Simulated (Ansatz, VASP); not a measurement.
Two plane-wave programs on Rh

```xyz
2
Lattice="0.0000 2.7324 2.7324 2.7324 0.0000 2.7324 2.7324 2.7324 0.0000" Properties=species:S:1:pos:R:3 pbc="T T T"
Rh    0.6831    0.6831    0.6831
Rh    4.7817    4.7817    4.7817
```

Alike in both runs: functional r2SCAN; k mesh 10 × 10 × 10; occupations fermi-dirac, width 0.1 eV; no spin polarisation.

Ansatz relaxed the structure, and its values are those at the end. VASP's run is a single point on that final structure, the one shown.

|  | VASP | Ansatz |
| --- | --- | --- |
| version | VASP 6.6.1 | Ansatz 0.2.0 |
| potentials or method | VASP PAW PBE potentials, release 64 (Rh_pv), cutoff 520 eV | plane waves (500 eV) with PAW, scalar-relativistic |
| valence electrons in the cell | 30 | 34 |

Ansatz gave:

```
pressure (GPa) : 0.0
```

Q: Which values does VASP return?

A: Pressure (GPa): 0.6.

VASP's potentials were made for PBE, not for r2SCAN. With one functional, cell and mesh, what is left measures potentials, basis and numerics. VASP's potentials hold 30 valence electrons a cell and Ansatz's 34, so a difference there can come from the potentials and not from the codes.
